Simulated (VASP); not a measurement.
# Sn (R-3m) in VASP: further runs

Sn is run at these levels: HSE06, PBE, r2SCAN; tasks: single point.

All numbers are computed with VASP 6.6.1; they aren't measurements. Logs are shortened: lines on timing, memory, paths and dates and some standing lists are left out, and cuts for length are marked.

## Step 1: The cell of the first run

The structure is trigonal, space group R-3m (No. 166). Conventional cell: a = 4.784 Å, b = 4.784 Å, c = 11.158 Å, α = 90.00°, β = 90.00°, γ = 120.00°. Within 3.8 Å of Sn (site symmetry 3m) lie 4 Sn at 2.85 to 2.89 Å.

## Step 2: Single point, HSE06 (epitaxial 111 strain +3.0%)

Input file POSCAR:

```
Sn
1.0
   -0.1080365728      3.2749570008      3.2749570008
    3.2749570008     -0.1080365728      3.2749570008
    3.2749570008      3.2749570008     -0.1080365728
Sn
2
Direct
   -0.0028307295     -0.0028307295     -0.0028307295
    0.2528307295      0.2528307295      0.2528307295
```

Input file INCAR.step1:

```
ALGO = Normal ; EDIFF = 1E-5
ENCUT = 520 ; GGA = PE
ISIF = 2 ; ISMEAR = -1
LASPH = T ; LCHARG = F
LREAL = F ; LWAVE = T
NBANDS = 21 ; NELM = 80
PREC = Accurate ; SIGMA = 0.02
```

Input file INCAR.step2:

```
ALGO = Normal ; EDIFF = 1E-7
ENCUT = 520 ; GGA = PE
HFSCREEN = 0.2079 ; ISIF = 2
ISMEAR = -1 ; ISTART = 1
LASPH = T ; LCHARG = F
LHFCALC = T ; LREAL = F
LWAVE = F ; NBANDS = 21
NELM = 80 ; PREC = Accurate
PRECFOCK = Normal ; SIGMA = 0.02
```

Input file KPOINTS:

```
k-points
0
Gamma
  4 4 4
```

Potentials or basis: VASP PAW PBE potentials, release 64 (Sn_d).

Launch:

```console
$ cat potpaw_PBE.64/Sn_d/POTCAR > POTCAR
$ cp INCAR.step1 INCAR
$ mpirun -np 1 vasp_std > vasp.out
$ cp INCAR.step2 INCAR
$ mpirun -np 1 vasp_std > vasp.out
```

OUTCAR:

```text
EDIFF = 1E-7
   ENCUT = 520
   GGA = PE
   HFSCREEN = 0.2079
   ISIF = 2
   ISMEAR = -1
   ISTART = 1
   LASPH = T
   LHFCALC = T
   LREAL = F
   NELM = 80
   PREC = Accurate
   PRECFOCK = Normal

 ion  position               nearest neighbor table
   1  0.997  0.997  0.997-   2 2.85   2 2.89   2 2.89   2 2.89
   2  0.253  0.253  0.253-   1 2.85   1 2.89   1 2.89   1 2.89

  LATTYP: Found a trigonal (rhomboedric) cell.
 ALAT       =     4.6327484947
 COS(alpha) =     0.4667573250

  Lattice vectors:

 A1 = (  -0.1080365728,   3.2749570008,   3.2749570008)
 A2 = (   3.2749570008,  -0.1080365728,   3.2749570008)
 A3 = (   3.2749570008,   3.2749570008,  -0.1080365728)

Analysis of symmetry for initial positions (statically):
=====================================================================
 Subroutine PRICEL returns:
 Original cell was already a primitive cell.

 Routine SETGRP: Setting up the symmetry group for a
 trigonal (rhombohedral) supercell.

 Subroutine GETGRP returns: Found 12 space group operations
 (whereof  6 operations were pure point group operations)
 out of a pool of 12 trial point group operations.

The static configuration has the point symmetry C_3v.
 The point group associated with its full space group is D_3d.

Analysis of symmetry for dynamics (positions and initial velocities):
=====================================================================
 Subroutine PRICEL returns:
 Original cell was already a primitive cell.

 Routine SETGRP: Setting up the symmetry group for a
 trigonal (rhombohedral) supercell.

 Subroutine GETGRP returns: Found 12 space group operations
 (whereof  6 operations were pure point group operations)
 out of a pool of 12 trial point group operations.

The dynamic configuration has the point symmetry C_3v.
 The point group associated with its full space group is D_3d.

 Subroutine INISYM returns: Found 12 space group operations
 (whereof  6 operations are pure point group operations),
 and found     1 'primitive' translations

----------------------------------------------------------------------------------------

                                     Primitive cell

  volume of cell :      73.7250

  direct lattice vectors                    reciprocal lattice vectors
    -0.108036573  3.274957001  3.274957001    -0.145319375  0.150276812  0.150276812
     3.274957001 -0.108036573  3.274957001     0.150276812 -0.145319375  0.150276812
     3.274957001  3.274957001 -0.108036573     0.150276812  0.150276812 -0.145319375

  length of vectors
     4.632748495  4.632748495  4.632748495     0.257456717  0.257456717  0.257456717

  position of ions in fractional coordinates (direct lattice)
     0.997169271  0.997169271  0.997169271
     0.252830729  0.252830729  0.252830729

  ion indices of the primitive-cell ions
   primitive index   ion index
                 1           1
                 2           2

----------------------------------------------------------------------------------------

 KPOINTS: k-points

Automatic generation of k-mesh.
 Grid dimensions read from file:
 generate k-points for:    4    4    4

 Generating k-lattice:

  Cartesian coordinates                     Fractional coordinates (reciprocal lattice)
    -0.036329844  0.037569203  0.037569203     0.250000000  0.000000000  0.000000000
     0.037569203 -0.036329844  0.037569203     0.000000000  0.250000000  0.000000000
     0.037569203  0.037569203 -0.036329844     0.000000000  0.000000000  0.250000000

  Length of vectors
     0.064364179  0.064364179  0.064364179

  Shift w.r.t. Gamma in fractional coordinates (k-lattice)
     0.000000000  0.000000000  0.000000000

 Subroutine IBZKPT returns following result:
 ===========================================

 Found     13 irreducible k-points:

 Following reciprocal coordinates:
            Coordinates               Weight
  0.000000  0.000000  0.000000      1.000000
  0.250000  0.000000 -0.000000      6.000000
  0.500000  0.000000 -0.000000      3.000000
  0.250000  0.250000 -0.000000      6.000000
  0.500000  0.250000 -0.000000     12.000000
 -0.250000  0.250000  0.000000      6.000000
  0.500000  0.500000 -0.000000      3.000000
  0.250000  0.250000  0.250000      2.000000
  0.500000  0.250000  0.250000      6.000000
 -0.250000  0.250000  0.250000      6.000000
  0.500000  0.500000  0.250000      6.000000
 -0.250000  0.500000  0.250000      6.000000
  0.500000  0.500000  0.500000      1.000000
   k-points           NKPTS =     13   k-points in BZ     NKDIM =     64   number of bands    NBANDS=     21
   number of dos      NEDOS =    301   number of ions     NIONS =      2
   total plane-waves  NPLWV =  46656
   dimension x,y,z NGX =    36 NGY =   36 NGZ =   36
   dimension x,y,z NGXF=    72 NGYF=   72 NGZF=   72
   ions per type =               2
   NGX,Y,Z   is equivalent  to a cutoff of  12.92, 12.92, 12.92 a.u.
   NGXF,Y,Z  is equivalent  to a cutoff of  25.84, 25.84, 25.84 a.u.
 SYSTEM =  unknown system
   PREC   = accura    normal or accurate (medium, high low for compatibility)
   ISTART =      1    job   : 0-new  1-cont  2-samecut
   ICHARG =      0    charge: 1-file 2-atom 10-const
   ISPIN  =      1    spin polarized calculation?
   LNONCOLLINEAR =      F non collinear calculations
   LSORBIT =      F    spin-orbit coupling
   LASPH  =      T    aspherical Exc in radial PAW
   ENCUT  =  520.0 eV  38.22 Ry    6.18 a.u.   8.61  8.61  8.61*2*pi/ulx,y,z
   NELM   =     80;   NELMIN=  2; NELMDL=  0     # of ELM steps
   EDIFF  = 0.1E-06   stopping-criterion for ELM
   LREAL  =      F    real-space projection
   EDIFFG = 0.1E-05   stopping-criterion for IOM
   NSW    =      0    number of steps for IOM
   IBRION =     -1    ionic relax: 0-MD 1-quasi-New 2-CG
   NFREE  =      0    steps in history (QN), initial steepest desc. (CG)
   ISIF   =      2    stress and relaxation
   ISYM   =      3    0-nonsym 1-usesym 2-fastsym
   POTIM  = 0.5000    time-step for ionic-motion
   TEBEG  =    0.0;   TEEND  =   0.0 temperature during run
   PSTRESS=    0.0 pullay stress
   NELECT =      28.0000    total number of electrons
   NUPDOWN=      -1.0000    fix difference up-down
   EMIN   =  10.00;   EMAX   =-10.00  energy-range for DOS
   EFERMI =   0.00;   METHOD = LEGACY
   ISMEAR =    -1;   SIGMA  =   0.02  broadening in eV -4-tet -1-fermi 0-gaus
   EFERMI_NEDOS =   21; number of points for ismear=-14 and -15
   IALGO  =     38    algorithm
   IMIX   =      1    mixing-type and parameters
     AMIX     =   0.40;   BMIX     =  1.00
     AMIX_MAG =   1.60;   BMIX_MAG =  1.00
  volume/ion in A,a.u.               =      36.86       248.76
  Fermi-wavevector in a.u.,A,eV,Ry     =   1.185557  2.240379 19.123618  1.405546
  Thomas-Fermi vector in A             =   2.321749
   LORBIT       =      0    0 simple, 1 ext, 2 COOP (PROOUT), +10 PAW based schemes
   GGA     = PE    functional components
   LHFCALC =     T    Hartree Fock is set to
   PRECFOCK=normal    Normal, Fast or Accurate (Low or Medium for compatibility)
   ENCUT4O =  -1.0   cutoff for four orbital integrals eV
   NKREDX  =     1    reduce k-point grid by
   NKREDY  =     1    reduce k-point grid by
   NKREDZ  =     1    reduce k-point grid by
   AEXX    =    0.2500 exact exchange contribution
   HFSCREEN=    0.2079 screening length (either q_TF or 0.3 A-1)
   HFSCREENC=   0.2079 screening length for correlation (either q_TF or 0.3 A-1)
   ENCUTFOCK=  -1.0 apply spherical cutoff to Coloumb kernel
   IVDW    =     0    specifies the selected vdW correction
   LEPSILON=     F    determine dielectric tensor
   LRPA    =     F    only Hartree local field effects (RPA)
 non-spin polarized calculation
  energy-cutoff  :      520.00
  volume of cell :       73.73
 maximum number of plane-waves:      2017
 NGX is ok and might be reduce to    36
  NGX = 28; NGY = 28; NGZ = 28

 number of electron      28.0000003 magnetization

 Free energy of the ion-electron system (eV)
  ---------------------------------------------------
  ext. energy  EPLUGINS =         0.00000000
  ---------------------------------------------------
  free energy    TOTEN  =        -8.84839183 eV

  energy without entropy =       -8.84752135  energy(sigma->0) =       -8.84795659

 E-fermi :   4.6052     XC(G=0):  -7.1451

 val. band max:        4.6051497838   @ k =   0.0000   0.0000   0.0000
 cond. band min:       4.9359287913   @ k =   0.2500   0.2500   0.2500
 fundamental gap:      0.3307790075
 Fermi energy:         4.6051810674

 k-point     1 :       0.0000    0.0000    0.0000
  band No.  band energies     occupation
      1     -19.0612      2.00000
      2     -19.0198      2.00000
      3     -19.0198      2.00000
      4     -18.9836      2.00000
      5     -18.9836      2.00000
      6     -18.7407      2.00000
[... 13 lines left out ...]
     20      13.1106      0.00000
     21      13.1106      0.00000

 k-point     2 :       0.2500    0.0000   -0.0000
  band No.  band energies     occupation
      1     -19.0734      2.00000
      2     -19.0487      2.00000
      3     -19.0172      2.00000
      4     -18.9538      2.00000
      5     -18.9500      2.00000
      6     -18.7592      2.00000
[... 13 lines left out ...]
     20      11.8946      0.00000
     21      12.3898      0.00000

 k-point     3 :       0.5000    0.0000   -0.0000
  band No.  band energies     occupation
      1     -19.0791      2.00000
      2     -19.0619      2.00000
      3     -19.0126      2.00000
      4     -18.9443      2.00000
      5     -18.9254      2.00000
      6     -18.7791      2.00000
[... 13 lines left out ...]
     20      13.5602      0.00000
     21      13.5992      0.00000
[... 193 lines left out ...]
 k-point    12 :      -0.2500    0.5000    0.2500
  band No.  band energies     occupation
      1     -19.0963      2.00000
      2     -19.0881      2.00000
      3     -18.9167      2.00000
      4     -18.9119      2.00000
      5     -18.8694      2.00000
      6     -18.8449      2.00000
[... 13 lines left out ...]
     20      14.1224      0.00000
     21      15.4160      0.00000

 k-point    13 :       0.5000    0.5000    0.5000
  band No.  band energies     occupation
      1     -19.0475      2.00000
      2     -19.0475      2.00000
      3     -19.0056      2.00000
      4     -18.9236      2.00000
      5     -18.9236      2.00000
      6     -18.7861      2.00000
[... 13 lines left out ...]
     20      14.1082      0.00000
     21      14.2234      0.00000

------------------------ aborting loop because EDIFF is reached ----------------------------------------

  FORCE on cell =-STRESS in cart. coord.  units (eV):
  Direction    XX          YY          ZZ          XY          YZ          ZX
  --------------------------------------------------------------------------------------
  -------------------------------------------------------------------------------------
  Total       -0.5985685     -0.5985685     -0.5985685      0.3115626      0.3115626      0.3115626
  in kB      -13.0079728    -13.0079728    -13.0079728      6.7708167      6.7708167      6.7708167
  external PRESSURE =     -13.0079728 kB  Pullay stress =       0.0000000 kB

 VOLUME and BASIS-vectors are now :
 -----------------------------------------------------------------------------
  energy-cutoff  :      520.00
  volume of cell :       73.73
      direct lattice vectors                 reciprocal lattice vectors
    -0.108036573  3.274957001  3.274957001    -0.145319375  0.150276812  0.150276812
     3.274957001 -0.108036573  3.274957001     0.150276812 -0.145319375  0.150276812
     3.274957001  3.274957001 -0.108036573     0.150276812  0.150276812 -0.145319375

 POSITION                                       TOTAL-FORCE (eV/Angst)
 -----------------------------------------------------------------------------------
      6.42364      6.42364      6.42364        -0.017690     -0.017690     -0.017690
      1.62870      1.62870      1.62870         0.017690      0.017690      0.017690
 -----------------------------------------------------------------------------------
    total drift:                               -0.000000      0.000000      0.000000

  FREE ENERGIE OF THE ION-ELECTRON SYSTEM (eV)
  ---------------------------------------------------
  free  energy   TOTEN  =        -8.8483918291 eV

  energy  without entropy=       -8.8475213505  energy(sigma->0) =       -8.84795659
```

Wall time 77 min (1 thread of AMD EPYC 7R43 (Zen 3), shared host); peak memory 0.29 GiB.

What came out:

```
Free energy            : -8.8484 eV
Pressure               : -1.3 GPa
Largest force          : 0.031 eV/Å
Band gap on the k mesh : zero (bands 14 and 15 overlap by 0.14 eV)
```

Forces in eV/Å, atoms in the order of the input:
```
Sn  -0.018 -0.018 -0.018
Sn   0.018  0.018  0.018
```

Stress tensor (GPa, compression positive):
```
-1.30  0.68  0.68
 0.68 -1.30  0.68
 0.68  0.68 -1.30
```

Caveat: the k points lie up to 0.40 Å⁻¹ apart; the cell differs from its parent crystal (epitaxial 111 strain +3.0%); the PAW data sets were made with another functional, which shifts forces and pressure a little; spin-orbit coupling is left out, which moves the levels of the heavy elements.

## Step 3: Single point, PBE (strain along [111] -5.0%)

Input file INCAR:

```
PREC = Accurate
ENCUT = 520
EDIFF = 1E-6
ISMEAR = -1
SIGMA = 0.02
LREAL = False
LASPH = True
NELM = 100
ALGO = Normal
ISIF = 2
LWAVE = False
LCHARG = False
GGA = PE
NBANDS = 21
```

Input file KPOINTS:

```
Automatic mesh
0
Gamma
  6 6 6
```

Input file POSCAR:

```
Sn
1.0
   -0.1094819927      3.1749777876      3.1749777876
    3.1749777876     -0.1094819927      3.1749777876
    3.1749777876      3.1749777876     -0.1094819927
Sn
2
Direct
   -0.0032388387     -0.0032388387     -0.0032388387
    0.2532388387      0.2532388387      0.2532388387
```

Potentials or basis: VASP PAW PBE potentials, release 64 (Sn_d).

Launch:

```console
$ cat potpaw_PBE.64/Sn_d/POTCAR > POTCAR
$ mpirun -np 1 vasp_std > vasp.out
```

Wall time 29 s (1 thread of AMD EPYC 9R45 (Zen 5), shared host); peak memory 0.18 GiB.

Results (log left out):

```yaml
Free_energy: -7.5706 eV
Pressure: 4.1 GPa
Largest_force: 0.070 eV/Å
Band_gap_on_the_k_mesh: zero (bands 14 and 15 overlap by 0.38 eV)
```

Forces on the atoms (eV/Å):
```
Sn  -0.040 -0.040 -0.040
Sn   0.040  0.040  0.040
```

Stress tensor (GPa, compression positive):
```
4.07 0.78 0.78
0.78 4.07 0.78
0.78 0.78 4.07
```

Levels at points of the mesh, in eV from the Fermi level:
| k point | band 12 | band 13 | band 14 | band 15 | band 16 | band 17 |
| --- | --- | --- | --- | --- | --- | --- |
| (0.00, 0.00, 0.00) | -0.49 | 0.07 | 0.07 | 0.49 | 2.19 | 2.19 |
| (0.50, 0.00, 0.00) | -6.25 | -1.05 | -0.82 | 0.29 | 3.41 | 3.46 |
| (0.50, 0.50, 0.00) | -7.38 | -2.55 | -2.20 | 0.69 | 1.17 | 7.68 |
| (0.50, 0.50, 0.50) | -6.13 | -1.23 | -1.23 | -0.31 | 3.17 | 3.17 |

Caveat: the cell differs from its parent crystal (strain along [111] -5.0%); the cell stands under pressure; spin-orbit coupling is left out, which moves the levels of the heavy elements.

## Step 4: Single point, PBE (epitaxial 111 strain +3.0%)

Input file INCAR:

```
SYSTEM = Sn
  ALGO = Normal
  EDIFF = 1E-6
  ENCUT = 520
  GGA = PE
  ISIF = 2
  ISMEAR = -1
  LASPH = .True.
  LCHARG = .False.
  LREAL = .False.
  LWAVE = .False.
  NBANDS = 21
  NELM = 60
  PREC = Accurate
  SIGMA = 0.02
```

Input file KPOINTS:

```
k-points
0
Gamma
  6 6 6
  0 0 0
```

Input file POSCAR:

```
Sn
1.0
   -0.1080365728      3.2749570008      3.2749570008
    3.2749570008     -0.1080365728      3.2749570008
    3.2749570008      3.2749570008     -0.1080365728
Sn
2
Direct
   -0.0028307295     -0.0028307295     -0.0028307295
    0.2528307295      0.2528307295      0.2528307295
```

Launch:

```console
$ cat potpaw_PBE.64/Sn_d/POTCAR > POTCAR
$ mpirun -np 1 vasp_std > vasp.out
```

Wall time 29 s (1 thread of AMD EPYC 9R45 (Zen 5), shared host); peak memory 0.18 GiB.

The run converged. Its results:

```
Free energy            : -7.6471 eV
Pressure               : 0.0 GPa
Largest force          : 0.031 eV/Å
Band gap on the k mesh : zero (bands 14 and 15 overlap by 0.51 eV)
```

Forces on the atoms (eV/Å):
```
Sn  -0.018 -0.018 -0.018
Sn   0.018  0.018  0.018
```

Stress tensor (GPa, compression positive):
```
-0.01  0.68  0.68
 0.68 -0.01  0.68
 0.68  0.68 -0.01
```

Levels at points of the mesh, in eV from the Fermi level:
```
           k point  band 12  band 13  band 14  band 15  band 16  band 17
(0.00, 0.00, 0.00)    -1.10     0.09     0.09     0.42     2.17     2.17
(0.50, 0.00, 0.00)    -5.94    -0.92    -0.73     0.08     3.33     3.39
(0.50, 0.50, 0.00)    -7.10    -2.25    -1.96     0.80     1.22     7.12
(0.50, 0.50, 0.50)    -5.87    -1.08    -1.08    -0.42     3.15     3.15
```

Caveat: the cell differs from its parent crystal (epitaxial 111 strain +3.0%); spin-orbit coupling is left out, which moves the levels of the heavy elements.

## Step 5: Single point, r2SCAN (strain along [111] -5.0%)

Input file POSCAR:

```
Sn
1.0
   -0.1094819927      3.1749777876      3.1749777876
    3.1749777876     -0.1094819927      3.1749777876
    3.1749777876      3.1749777876     -0.1094819927
Sn
2
Direct
   -0.0032388387     -0.0032388387     -0.0032388387
    0.2532388387      0.2532388387      0.2532388387
```

Input file INCAR.step1:

```
SYSTEM = Sn
PREC = Accurate ; ENCUT = 520
ISMEAR = -1 ; SIGMA = 0.02
LREAL = .False. ; LASPH = .True.
NELM = 80 ; NBANDS = 21
GGA = PE ; ALGO = Normal
EDIFF = 1E-4 ; LWAVE = .True.
LCHARG = .False.
```

Input file INCAR.step2:

```
SYSTEM = Sn
PREC = Accurate ; ENCUT = 520
EDIFF = 1E-7 ; ISMEAR = -1
SIGMA = 0.02 ; LREAL = .False.
LASPH = .True. ; NELM = 80
ALGO = Normal ; ISIF = 2
LWAVE = .False. ; LCHARG = .False.
METAGGA = R2SCAN ; LMIXTAU = .True.
NBANDS = 21 ; ISTART = 1
```

Input file KPOINTS:

```
Automatic mesh
0
Gamma
  6 6 6
  0 0 0
```

Launch:

```console
$ cat potpaw_PBE.64/Sn_d/POTCAR > POTCAR
$ cp INCAR.step1 INCAR
$ mpirun -np 1 vasp_std > vasp.out
$ cp INCAR.step2 INCAR
$ mpirun -np 1 vasp_std > vasp.out
```

Wall time 2.3 min (1 thread of AMD EPYC 9R45 (Zen 5), shared host); peak memory 0.19 GiB.

Results (log left out):

```
Free energy            : -49.4160 eV
Pressure               : 2.5 GPa
Largest force          : 0.005 eV/Å
Band gap on the k mesh : zero (bands 14 and 15 overlap by 0.18 eV)
```

Forces in eV/Å, atoms in the order of the input:
```
Sn   0.003  0.003  0.003
Sn  -0.003 -0.003 -0.003
```

Stress tensor (GPa, compression positive):
```
2.49 0.95 0.95
0.95 2.49 0.95
0.95 0.95 2.49
```

Levels at points of the mesh, in eV from the Fermi level:
```
           k point  band 10  band 11  band 12  band 13  band 14  band 15  band 16  band 17  band 18  band 19
(0.00, 0.00, 0.00)   -21.83   -11.08    -0.19     0.01     0.01     0.46     2.29     2.29     2.68     5.62
(0.50, 0.00, 0.00)   -21.79    -9.38    -6.53    -1.18    -0.93     0.48     3.59     3.62     6.20     8.78
(0.50, 0.50, 0.00)   -21.77    -7.80    -7.70    -2.74    -2.38     0.79     1.32     8.13     8.44     9.95
(0.50, 0.50, 0.50)   -21.83    -9.14    -6.39    -1.36    -1.36    -0.17     3.33     3.33     5.82     9.48
```

Caveat: the cell differs from its parent crystal (strain along [111] -5.0%); the PAW data sets were made with another functional, which shifts forces and pressure a little; spin-orbit coupling is left out, which moves the levels of the heavy elements.

(Part 1 of 2 ends here.)
